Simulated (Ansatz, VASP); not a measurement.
**PbF2: VASP beside Ansatz**

```
CELL_PARAMETERS angstrom
0.00000 2.96985 2.96985
2.96985 0.00000 2.96985
2.96985 2.96985 0.00000
ATOMIC_POSITIONS crystal
Pb 0.00000 0.00000 0.00000
F 0.25000 0.25000 0.25000
F 0.75000 0.75000 0.75000
```

Alike in both runs: task single point; functional LDA; k mesh 8 × 8 × 8; occupations gaussian, width 0.05 eV; no spin polarisation.

|  | VASP | Ansatz |
| --- | --- | --- |
| version | VASP 6.6.1 | Ansatz 0.2.0 |
| potentials or method | VASP PAW LDA potentials, release 64 (Pb_d, F), cutoff 520 eV | scalar-relativistic, plane waves, PAW |
| valence electrons in the cell | 28 | 28 |

|  | VASP | Ansatz | Ansatz less VASP |
| --- | --- | --- | --- |
| gap on the k mesh at the Fermi level (eV) | 4.22 | 4.26 | +0.042 |
| least direct gap on the mesh (eV) | 4.38 | 4.42 | +0.041 |
| pressure (GPa) | -4.9 | -4.9 | +0.01 |

LDA's correlation is that of Perdew and Zunger in VASP and of Perdew and Wang (1992) in Ansatz.

Spin-orbit coupling is off throughout.
